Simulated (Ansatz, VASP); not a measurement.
## TaN in VASP and in Ansatz

```xyz
4
Lattice="2.9169 0.0000 0.0000 -1.4584 2.5261 0.0000 0.0000 0.0000 5.9142" Properties=species:S:1:pos:R:3 pbc="T T T"
Ta    0.0000    0.0000    0.0000
Ta    0.0000    0.0000    2.9571
N     0.0000    1.6841    1.4786
N     1.4584    0.8420    4.4357
```

Alike in both runs: functional PBE; k mesh 18 × 18 × 8; occupations gaussian, width 0.1 eV; no spin polarisation.

Ansatz relaxed the structure, and its values are those at the end. VASP's run is a single point on that final structure, the one shown.

```csv
,VASP,Ansatz
version,VASP 6.6.1,Ansatz 0.2.0
potentials or method,"VASP PAW PBE potentials, release 64 (Ta_pv, N), cutoff 520 eV","scalar-relativistic, plane waves, PAW"
valence electrons in the cell,32,36
```

VASP gave:

```
gap on the k mesh at the Fermi level (eV) : none
pressure (GPa)                            : 0.8
```

Task: What did Ansatz give for the same quantities?

Result: gap on the k mesh at the Fermi level (eV): none; pressure (GPa): 0.0.

A gap of «none» marks a metal or a gap that the smearing closes. With one functional, cell and mesh, what is left measures potentials, basis and numerics. VASP's potentials hold 32 valence electrons a cell and Ansatz's 36, so a difference there can come from the potentials and not from the codes.

Spin-orbit coupling is off throughout.
